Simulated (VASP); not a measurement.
# SbO6 in VASP: a series of runs

Runs on SbO6. Level: PBE. Tasks: single point, relaxation of cell and atoms.

All numbers are computed with VASP 6.6.1; they aren't measurements. Logs are shortened: lines on timing, memory, paths and dates and some standing lists are left out, and cuts for length are marked.

### 1 The cell of the first run

The structure is tetragonal, space group I4/mmm (No. 139). Conventional cell: a = 6.104 Å, b = 6.104 Å, c = 6.045 Å, α = 90.00°, β = 90.00°, γ = 90.00°. Within 2.3 Å of Sb (site symmetry 4/mmm) lie 6 O at 1.74 to 1.78 Å. Within 2.4 Å of O (site symmetry m2m) lie 1 Sb at 1.78 Å. O (site symmetry 4mm) has 1 Sb at 1.74 Å within 2.3 Å.

### 2 Single point, PBE

INCAR reads:

```
SYSTEM = SbO6
PREC = Accurate ; ENCUT = 520
EDIFF = 1E-6 ; ISMEAR = 0
SIGMA = 0.1 ; LREAL = .FALSE.
LASPH = .TRUE. ; NELM = 60
ALGO = Normal ; ISIF = 2
LWAVE = .FALSE. ; LCHARG = .FALSE.
GGA = PE ; NBANDS = 30
```

KPOINTS reads:

```
Automatic mesh
0
G
  4 4 4
  0 0 0
```

POSCAR reads:

```
SbO6
1.0
   -3.0520990200      3.0520990200      3.0227109300
    3.0520990200     -3.0520990200      3.0227109300
    3.0520990200      3.0520990200     -3.0227109300
Sb O
1 6
Direct
    0.0000000000      0.0000000000      0.0000000000
    0.0000000000      0.7085205900      0.7085205900
    0.0000000000      0.2914794100      0.2914794100
    0.7116465600      0.7116465600      0.0000000000
    0.2883534400      0.2883534400      0.0000000000
    0.7085205900      0.0000000000      0.7085205900
    0.2914794100      0.0000000000      0.2914794100
```

Potentials or basis: VASP PAW PBE potentials, release 64 (Sb, O).

Launch:

```bash
> cat potpaw_PBE.64/Sb/POTCAR potpaw_PBE.64/O/POTCAR > POTCAR
> mpirun -np 1 vasp_std > vasp.out
```

OUTCAR:

```text
SYSTEM = SbO6
   PREC = Accurate
   ENCUT = 520
   EDIFF = 1E-6
   ISMEAR = 0
   LREAL = .FALSE.
   LASPH = .TRUE.
   NELM = 60
   ISIF = 2
   GGA = PE

 ion  position               nearest neighbor table
   1  0.000  0.000  0.000-   4 1.74   5 1.74   2 1.78   3 1.78   6 1.78   7 1.78
   2  0.000  0.709  0.709-   1 1.78
   3  0.000  0.291  0.291-   1 1.78
   4  0.712  0.712  0.000-   1 1.74
   5  0.288  0.288  0.000-   1 1.74
   6  0.709  0.000  0.709-   1 1.78
   7  0.291  0.000  0.291-   1 1.78

  LATTYP: Found a body centered tetragonal cell.
 ALAT       =     6.1041980400
 C/A-ratio  =     0.9903711872

  Lattice vectors:

 A1 = (  -3.0520990200,   3.0520990200,   3.0227109300)
 A2 = (   3.0520990200,  -3.0520990200,   3.0227109300)
 A3 = (   3.0520990200,   3.0520990200,  -3.0227109300)

Analysis of symmetry for initial positions (statically):
=====================================================================
 Subroutine PRICEL returns:
 Original cell was already a primitive cell.

 Routine SETGRP: Setting up the symmetry group for a
 body centered tetragonal supercell.

 Subroutine GETGRP returns: Found 16 space group operations
 (whereof 16 operations were pure point group operations)
 out of a pool of 16 trial point group operations.

The static configuration has the point symmetry D_4h.

Analysis of symmetry for dynamics (positions and initial velocities):
=====================================================================
 Subroutine PRICEL returns:
 Original cell was already a primitive cell.

 Routine SETGRP: Setting up the symmetry group for a
 body centered tetragonal supercell.

 Subroutine GETGRP returns: Found 16 space group operations
 (whereof 16 operations were pure point group operations)
 out of a pool of 16 trial point group operations.

The dynamic configuration has the point symmetry D_4h.

 Subroutine INISYM returns: Found 16 space group operations
 (whereof 16 operations are pure point group operations),
 and found     1 'primitive' translations

----------------------------------------------------------------------------------------

                                     Primitive cell

  volume of cell :     112.6299
[... 86 lines left out ...]
   NELM   =     60;   NELMIN=  2; NELMDL= -5     # of ELM steps
   EDIFF  = 0.1E-05   stopping-criterion for ELM
   LREAL  =      F    real-space projection
   EDIFFG = 0.1E-04   stopping-criterion for IOM
   NSW    =      0    number of steps for IOM
   IBRION =     -1    ionic relax: 0-MD 1-quasi-New 2-CG
   NFREE  =      0    steps in history (QN), initial steepest desc. (CG)
   ISIF   =      2    stress and relaxation
   ISYM   =      2    0-nonsym 1-usesym 2-fastsym
   POTIM  = 0.5000    time-step for ionic-motion
   TEBEG  =    0.0;   TEEND  =   0.0 temperature during run
   PSTRESS=    0.0 pullay stress
   NELECT =      41.0000    total number of electrons
   NUPDOWN=      -1.0000    fix difference up-down
   EMIN   =  10.00;   EMAX   =-10.00  energy-range for DOS
   EFERMI =   0.00;   METHOD = LEGACY
   ISMEAR =     0;   SIGMA  =   0.10  broadening in eV -4-tet -1-fermi 0-gaus
   EFERMI_NEDOS =   21; number of points for ismear=-14 and -15
   IALGO  =     38    algorithm
   IMIX   =      4    mixing-type and parameters
     AMIX     =   0.40;   BMIX     =  1.00
     AMIX_MAG =   1.60;   BMIX_MAG =  1.00
  volume/ion in A,a.u.               =      16.09       108.58
  Fermi-wavevector in a.u.,A,eV,Ry     =   1.168920  2.208939 18.590650  1.366374
  Thomas-Fermi vector in A             =   2.305400
   LORBIT       =      0    0 simple, 1 ext, 2 COOP (PROOUT), +10 PAW based schemes
   GGA     = PE    functional components
   LHFCALC =     F    Hartree Fock is set to
   AEXX    =    0.0000 exact exchange contribution
   IVDW    =     0    specifies the selected vdW correction
   LEPSILON=     F    determine dielectric tensor
   LRPA    =     F    only Hartree local field effects (RPA)
 non-spin polarized calculation
 Gauss-broadening in eV      SIGMA  =   0.10
  energy-cutoff  :      520.00
  volume of cell :      112.63
 maximum number of plane-waves:      3052
   NGX = 19   NGY = 19   NGZ = 19

 number of electron      41.0000005 magnetization

 Free energy of the ion-electron system (eV)
  ---------------------------------------------------
  ext. energy  EPLUGINS =         0.00000000
  ---------------------------------------------------
  free energy    TOTEN  =       -22.26958169 eV

  energy without entropy =      -22.19859895  energy(sigma->0) =      -22.23409032

 E-fermi :  -1.8072     XC(G=0):  -8.3165

 val. band max:       -1.8135199065   @ k =   0.5000   0.0000   0.0000
 cond. band min:      -1.7922758748   @ k =   0.2500   0.2500   0.2500
 fundamental gap:      0.0212440317
 Fermi energy:        -1.8072069200

 k-point     1 :       0.0000    0.0000    0.0000
  band No.  band energies     occupation
      1     -21.6034      2.00000
      2     -19.1867      2.00000
      3     -18.9644      2.00000
      4     -18.9644      2.00000
      5     -17.5075      2.00000
      6     -17.4839      2.00000
[... 418 lines left out ...]
     29      10.9263      0.00000
     30      10.9528      0.00000

------------------------ aborting loop because EDIFF is reached ----------------------------------------

  FORCE on cell =-STRESS in cart. coord.  units (eV):
  Direction    XX          YY          ZZ          XY          YZ          ZX
  --------------------------------------------------------------------------------------
  -------------------------------------------------------------------------------------
  Total       23.5864115     23.5864115     29.4305542      0.0000000     -0.0000000      0.0000000
  in kB      335.5201494    335.5201494    418.6539338      0.0000000     -0.0000000      0.0000000
  external PRESSURE =     363.2314109 kB  Pullay stress =       0.0000000 kB

 VOLUME and BASIS-vectors are now :
 -----------------------------------------------------------------------------
  energy-cutoff  :      520.00
  volume of cell :      112.63
      direct lattice vectors                 reciprocal lattice vectors
    -3.052099020  3.052099020  3.022710930     0.000000000  0.163821684  0.165414428
     3.052099020 -3.052099020  3.022710930     0.163821684  0.000000000  0.165414428
     3.052099020  3.052099020 -3.022710930     0.163821684  0.163821684  0.000000000

 POSITION                                       TOTAL-FORCE (eV/Angst)
 -----------------------------------------------------------------------------------
      0.00000      0.00000      0.00000        -0.000000     -0.000000      0.000000
      4.32495      0.00000      0.00000        -6.737774     -0.000000      0.000000
      1.77925      0.00000      0.00000         6.737774     -0.000000      0.000000
      0.00000      0.00000      4.30220        -0.000000     -0.000000     -8.541683
      0.00000      0.00000      1.74322        -0.000000     -0.000000      8.541683
      0.00000      4.32495      0.00000        -0.000000     -6.737774      0.000000
      0.00000      1.77925      0.00000        -0.000000      6.737774      0.000000
 -----------------------------------------------------------------------------------
    total drift:                               -0.000000     -0.000000      0.000000

  FREE ENERGIE OF THE ION-ELECTRON SYSTEM (eV)
  ---------------------------------------------------
  free  energy   TOTEN  =       -22.2695816858 eV

  energy  without entropy=      -22.1985989472  energy(sigma->0) =      -22.23409032
```

OSZICAR:

```text
N       E                     dE             d eps       ncg     rms          rms(c)
DAV:   1     0.295621737001E+03    0.29562E+03   -0.20310E+04   780   0.121E+03
DAV:   2    -0.318711826859E+01   -0.29881E+03   -0.29422E+03  1098   0.288E+02
DAV:   3    -0.236876389261E+02   -0.20501E+02   -0.20146E+02   924   0.811E+01
DAV:   4    -0.239359387647E+02   -0.24830E+00   -0.24791E+00   930   0.101E+01
DAV:   5    -0.239395036767E+02   -0.35649E-02   -0.35646E-02   876   0.120E+00    0.188E+01
DAV:   6    -0.225979221114E+02    0.13416E+01   -0.49413E+00   912   0.119E+01    0.123E+01
DAV:   7    -0.238315824369E+02   -0.12337E+01   -0.16981E+01   950   0.125E+01    0.131E+01
DAV:   8    -0.223158714745E+02    0.15157E+01   -0.20121E+00   952   0.813E+00    0.392E+00
DAV:   9    -0.222931593973E+02    0.22712E-01   -0.60304E-01   852   0.403E+00    0.214E+00
DAV:  10    -0.222726959956E+02    0.20463E-01   -0.18450E-01  1082   0.168E+00    0.670E-01
DAV:  11    -0.222708744585E+02    0.18215E-02   -0.52002E-03   888   0.402E-01    0.451E-01
DAV:  12    -0.222695420425E+02    0.13324E-02   -0.48360E-03  1050   0.269E-01    0.744E-02
DAV:  13    -0.222696575719E+02   -0.11553E-03   -0.33037E-04   894   0.103E-01    0.124E-01
DAV:  14    -0.222695829061E+02    0.74666E-04   -0.15451E-04   912   0.579E-02    0.308E-02
DAV:  15    -0.222695818351E+02    0.10711E-05   -0.27205E-05   900   0.281E-02    0.715E-03
DAV:  16    -0.222695816858E+02    0.14933E-06   -0.55486E-07   564   0.535E-03
   1 F= -.22269582E+02 E0= -.22234090E+02  d E =-.709827E-01
```

stdout:

```text
POSCAR found type information on POSCAR SbO
 POSCAR found :  2 types and       7 ions
 scaLAPACK will be used
 LDA part: xc-table for (Slater+PW92), standard interpolation
 POSCAR, INCAR and KPOINTS ok, starting setup
 FFT: planning ... GRIDC
 FFT: planning ... GRID_SOFT
 FFT: planning ... GRID
 WAVECAR not read
 entering main loop
```

Wall time 51 s (1 thread of Intel Xeon Platinum 8488C (Sapphire Rapids), shared host); peak memory 0.24 GiB.

What came out:

```
Free energy   : -22.2696 eV
Pressure      : 36.3 GPa
Largest force : 8.542 eV/Å
```

Forces in eV/Å, atoms in the order of the input:
```
Sb   0.000  0.000  0.000
O   -6.738  0.000  0.000
O    6.738  0.000  0.000
O    0.000  0.000 -8.542
O    0.000  0.000  8.542
O    0.000 -6.738  0.000
O    0.000  6.738  0.000
```

Stress tensor (GPa, compression positive):
```
33.55  0.00  0.00
 0.00 33.55  0.00
 0.00  0.00 41.87
```

Caveat: the k points lie up to 0.37 Å⁻¹ apart; spin-orbit coupling is left out, which moves the levels of the heavy elements; an odd number of electrons without spin polarisation forces a metal; a magnetic or distorted state may lie lower.

### 3 Relaxation of cell and atoms, PBE

INCAR reads:

```
SYSTEM = SbO6
ALGO = Normal
EDIFF = 1E-6
EDIFFG = -0.04
ENCUT = 600
GGA = PE
IBRION = 2
ISIF = 3
ISMEAR = 0
LASPH = .True.
LCHARG = .False.
LREAL = .False.
LWAVE = .False.
NELM = 100
NSW = 90
PREC = Accurate
SIGMA = 0.1
```

KPOINTS reads:

```
k-points
0
Gamma
  4 4 4
  0 0 0
```

POSCAR is that of step 2.

Potentials or basis: VASP PAW PBE potentials, release 64 (Sb, O).

Launch:

```bash
> cat potpaw_PBE.64/Sb/POTCAR potpaw_PBE.64/O/POTCAR > POTCAR
> mpirun -np 1 vasp_std > vasp.out
```

Wall time 31 min (1 thread of Intel Xeon Platinum 8488C (Sapphire Rapids), shared host); peak memory 0.3 GiB.

It converged, with:

* Free energy: -31.5820 eV
* Relaxed volume: 14.12 Å³/atom
* Relaxed cell: a = 5.047 Å, b = 5.047 Å, c = 5.047 Å, α = 108.58°, β = 108.58°, γ = 111.28°
* Space group after relaxing (to 0.05 Å): I4/mmm (No. 139)
* Energy gained by relaxing: 1329.0 meV/atom
* Ionic steps: 52
* Pressure after relaxing: -0.2 GPa
* Largest force after relaxing: 0.040 eV/Å

Forces on the atoms (eV/Å):
```
Sb   0.000  0.000  0.000
O    0.020  0.000  0.000
O   -0.020  0.000  0.000
O    0.000  0.000  0.040
O    0.000  0.000 -0.040
O    0.000  0.020  0.000
O    0.000 -0.020  0.000
```

Stress tensor (GPa, compression positive):
```
-0.39  0.00  0.00
 0.00 -0.39  0.00
 0.00  0.00  0.26
```

The path:
| step | energy change (eV) | largest force (eV/Å) | pressure (GPa) | volume (Å³) |
| --- | --- | --- | --- | --- |
| 1 | 0.0000 | 8.5349 | 36.18 | 112.63 |
| 3 | -0.1256 | 1.1378 | -14.68 | 165.43 |
| 5 | -3.5509 | 0.3493 | -4.02 | 131.04 |
| 7 | -3.6064 | 0.2378 | -1.33 | 128.16 |
| 9 | -3.6365 | 0.3787 | -1.07 | 126.04 |
| 11 | -3.7787 | 3.1521 | 0.40 | 110.48 |
| 13 | -3.7002 | 4.0678 | 2.31 | 107.30 |
| 15 | -3.7046 | 4.1038 | 2.36 | 107.09 |
| 17 | -3.7250 | 4.2541 | 2.61 | 106.16 |
| 19 | -3.8094 | 4.9079 | 3.80 | 102.46 |
| 21 | -4.1350 | 8.3203 | 14.39 | 88.38 |
| 23 | -3.8009 | 9.3224 | 17.83 | 87.30 |
| 25 | -3.7888 | 9.7308 | 22.85 | 84.71 |
| 27 | -3.8819 | 9.5299 | 27.52 | 82.59 |
| 29 | -4.3522 | 8.4210 | 26.65 | 82.28 |
| 31 | -5.8328 | 4.7474 | 26.92 | 81.05 |
| 33 | -6.4552 | 0.3492 | 32.46 | 79.86 |
| 35 | -7.5469 | 2.0357 | 22.00 | 83.42 |
| 37 | -8.1851 | 3.4765 | -7.51 | 100.26 |
| 39 | -8.5552 | 2.7679 | 0.22 | 93.15 |
| 41 | -9.1469 | 1.4301 | 4.21 | 94.76 |
| 43 | -9.1503 | 1.5396 | 3.82 | 94.66 |
| 45 | -9.2941 | 0.3685 | 1.27 | 97.85 |
| 47 | -9.2994 | 0.0695 | 0.36 | 98.13 |
| 49 | -9.3005 | 0.1002 | 0.20 | 98.32 |
| 51 | -9.3026 | 0.0403 | -0.13 | 98.81 |
| 52 | -9.3028 | 0.0395 | -0.17 | 98.87 |

Final structure:
```cif
data_structure
_symmetry_space_group_name_H-M 'P 1'
_symmetry_Int_Tables_number 1
_cell_length_a 5.0467
_cell_length_b 5.0467
_cell_length_c 5.0467
_cell_angle_alpha 108.577
_cell_angle_beta 108.577
_cell_angle_gamma 111.275
_cell_volume 98.87
loop_
_atom_site_label
_atom_site_type_symbol
_atom_site_fract_x
_atom_site_fract_y
_atom_site_fract_z
_atom_site_occupancy
Sb1 Sb 0.00000 0.00000 0.00000 1
O1 O 0.00000 0.61108 0.61108 1
O2 O 0.00000 0.38892 0.38892 1
O3 O 0.61696 0.61696 0.00000 1
O4 O 0.38304 0.38304 0.00000 1
O5 O 0.61108 0.00000 0.61108 1
O6 O 0.38892 0.00000 0.38892 1
```

Levels at points of the mesh, in eV from the Fermi level:
```tsv
k point	band 18	band 19	band 20	band 21	band 22	band 23	band 24
(0.00, 0.00, 0.00)	-0.95	-0.90	0.43	0.44	0.44	1.59	1.75
(0.50, 0.00, 0.00)	-0.45	-0.16	-0.15	-0.09	-0.02	2.48	4.48
(0.50, 0.50, 0.00)	-0.40	-0.23	-0.17	-0.14	-0.02	2.43	4.31
(0.50, 0.50, 0.50)	-0.55	-0.43	0.26	0.31	0.31	1.46	1.63
```

Caveat: the k points lie up to 0.38 Å⁻¹ apart in the final cell; spin-orbit coupling is left out, which moves the levels of the heavy elements; an odd number of electrons without spin polarisation forces a metal; a magnetic or distorted state may lie lower.

### 4 Single point, PBE

This run uses another cell than the first one, of 14.22 Å³/atom, 0.884 times its volume.

INCAR reads:

```
SYSTEM = SbO6
PREC = Accurate ; ENCUT = 600
EDIFF = 1E-6 ; ISMEAR = 1
SIGMA = 0.1 ; LREAL = .FALSE.
LASPH = .TRUE. ; NELM = 120
ALGO = Normal ; ISIF = 2
LWAVE = .FALSE. ; LCHARG = .TRUE.
GGA = PE ; LELF = .TRUE.
LVHAR = .TRUE. ; NBANDS = 30
GGA_COMPAT = .FALSE.
```

KPOINTS reads:

```
Automatic mesh
0
G
  10 10 10
  0 0 0
```

POSCAR reads:

```
SbO6
1.0
   -2.9195786588      2.9195786588      2.9195786588
    2.9195786588     -2.9195786588      2.9195786588
    2.9195786588      2.9195786588     -2.9195786588
Sb O
1 6
Direct
    0.0000000000      0.0000000000      0.0000000000
    0.0000000000      0.6118510263      0.6118510263
    0.0000000000      0.3881489737      0.3881489737
    0.6118510263      0.6118510263      0.0000000000
    0.3881489737      0.3881489737      0.0000000000
    0.6118510263      0.0000000000      0.6118510263
    0.3881489737      0.0000000000      0.3881489737
```

Launch:

```bash
> cat potpaw_PBE.64/Sb/POTCAR potpaw_PBE.64/O/POTCAR > POTCAR
> mpirun -np 1 vasp_std > vasp.out
```

Wall time 1.7 min (1 thread of Intel Xeon Platinum 8375C at 2.90GHz (Ice Lake), shared host); peak memory 0.31 GiB.

The run converged. Its results:

- Free energy: -31.5068 eV
- Pressure: -0.1 GPa
- Largest force: 0.498 eV/Å

Forces in eV/Å, atoms in the order of the input:
```
Sb   0.000  0.000  0.000
O    0.498  0.000  0.000
O   -0.498  0.000  0.000
O    0.000  0.000  0.498
O    0.000  0.000 -0.498
O    0.000  0.498  0.000
O    0.000 -0.498  0.000
```

Levels at points of the mesh, in eV from the Fermi level:
| k point | band 18 | band 19 | band 20 | band 21 | band 22 | band 23 | band 24 | band 25 |
| --- | --- | --- | --- | --- | --- | --- | --- | --- |
| (0.00, 0.00, 0.00) | -0.91 | -0.91 | 0.45 | 0.45 | 0.45 | 1.60 | 1.60 | 1.60 |
| (0.50, 0.00, 0.00) | -0.39 | -0.16 | -0.16 | -0.10 | 0.00 | 2.44 | 4.42 | 4.64 |
| (0.50, 0.50, 0.50) | -0.49 | -0.49 | 0.30 | 0.30 | 0.30 | 1.46 | 1.46 | 1.46 |

Caveat: spin-orbit coupling is left out, which moves the levels of the heavy elements; an odd number of electrons without spin polarisation forces a metal; a magnetic or distorted state may lie lower.

### 5 Overview

```tsv
task	cell	k mesh	cutoff (eV)	smearing	gap on the mesh (eV)	pressure (GPa)	largest force (eV/Å)
single point	a = 5.269 Å, angles 109.2, 109.2, 110.0°, 7 atoms	4 × 4 × 4	520	gaussian 0.1 eV	none	36.3	8.54
relaxation of cell and atoms	relaxed from a = 5.269 Å, angles 109.2, 109.2, 110.0°, 7 atoms	4 × 4 × 4	600	gaussian 0.1 eV	none	-0.2	0.04
single point	a = 5.057 Å, angles 109.5°, 7 atoms	10 × 10 × 10	600	methfessel-paxton 0.1 eV	none	-0.1	0.50
```

Alike in all rows: level PBE; potentials or basis VASP PAW PBE potentials, release 64 (Sb, O); no spin polarisation.

Caveats: some runs use coarse meshes; spin-orbit coupling is left out, which moves the levels of the heavy elements; an odd number of electrons without spin polarisation forces a metal; a magnetic or distorted state may lie lower.

Total energies depend on the potentials used, so only differences within one code and one set of settings carry meaning.
